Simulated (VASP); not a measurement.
Write the native input for VASP 6.6.1 that does the following.

| Item | Value |
| --- | --- |
| Task | single point |
| Functional | PBEsol |
| Potentials or basis | VASP PAW PBE potentials, release 64 (C) |
| Cutoff | 520 eV |
| k mesh | 2 × 2 × 1 |
| Occupations | fermi-dirac, width 0.05 eV |
| Spin | collinear spin |
| Starting moments | [0.0, 0.0, 0.0, 0.0, 0.0, 0.0, 0.0, 0.0, 0.0, 0.0, 0.0, 0.0, 0.0, 0.0, 0.0, 0.0, 0.0, 0.0, 0.13] μB |
| Dipole correction | no |
| Further INCAR settings | LREAL = Auto; ALGO = Normal; EDIFF = 1e-06; NBANDS = 57 |

The structure of C lies in POSCAR:

```
C
1.0
    7.3980000000      0.0000000000      0.0000000000
   -3.6990000000      6.4068560000      0.0000000000
    0.0000000000      0.0000000000     11.0000000000
C
19
Direct
    0.0035737947     -0.0012330541      0.0844363636
    0.2177567294      0.1120206229      0.0997090909
   -0.0030849124      0.3277582640      0.0668909091
    0.2259319280      0.4462407146      0.0785636364
   -0.0002324748      0.6700946611      0.0791545455
    0.2198478374      0.7882493379      0.0920181818
    0.3311418017      0.0022944171      0.1323545455
    0.5770650763      0.1238516989      0.1224636364
    0.3336657334      0.3321597988      0.0947818182
    0.5648953865      0.4468494375      0.0985545455
    0.3297041677      0.6708438585      0.0775363636
    0.5582122779      0.7857676214      0.0856363636
    0.6852031367      0.0147966491      0.0905181818
    0.8937477399      0.1122859637      0.0751636364
    0.6765797381      0.3451302792      0.0959636364
    0.8934487660      0.4508607654      0.0696090909
    0.6665549456      0.6676597695      0.0870727273
    0.8939847842      0.7839414527      0.0864909091
    0.4580152164      0.0507425171      0.2348636364
```

These files were run (other wordings do the same):

INCAR

```
PREC = Accurate ; ENCUT = 520
EDIFF = 1E-6 ; ISMEAR = -1
SIGMA = 0.05 ; LREAL = Auto
LASPH = T ; NELM = 150
ALGO = Normal ; ISIF = 2
LWAVE = F ; LCHARG = T
ISPIN = 2 ; MAGMOM = 0 0 0 0 0 0 0 0 0 0 0 0 0 0 0 0 0 0 0.13
LORBIT = 11 ; GGA = PS
LELF = T ; LVHAR = T
NBANDS = 57
```

KPOINTS

```
Automatic mesh
0
Gamma
  2 2 1
```

Potentials or basis: VASP PAW PBE potentials, release 64 (C).

The run is started by

```console
$ cat potpaw_PBE.64/C/POTCAR > POTCAR
$ mpirun -np 1 vasp_std > vasp.out
```

Results of the run:

```
Largest force                                         : 5.047 eV/Å
Net moment                                            : 0.81 μB per cell
Site moments                                          : C +0.01, +0.02, -0.00, +0.00, +0.27 (each value once) μB
Valence electrons inside the program's atomic spheres : C 2.70, 2.65, 2.62, 2.58, 2.66, 2.60, 2.68, 2.64, 2.56, 2.55, 2.73, 2.67, 2.63, 2.59, 2.41 (each value once)
```

Caveat: the k points lie up to 0.49 Å⁻¹ apart; a moment this small can come from the mesh or the smearing; there is no dipole correction, which matters where the two faces differ; the PAW data sets were made with another functional, which shifts forces and pressure a little.

It took 11 min on 1 thread of Intel(R) Xeon(R) 6975P-C (Granite Rapids), on a shared host, peak memory 0.78 GiB.
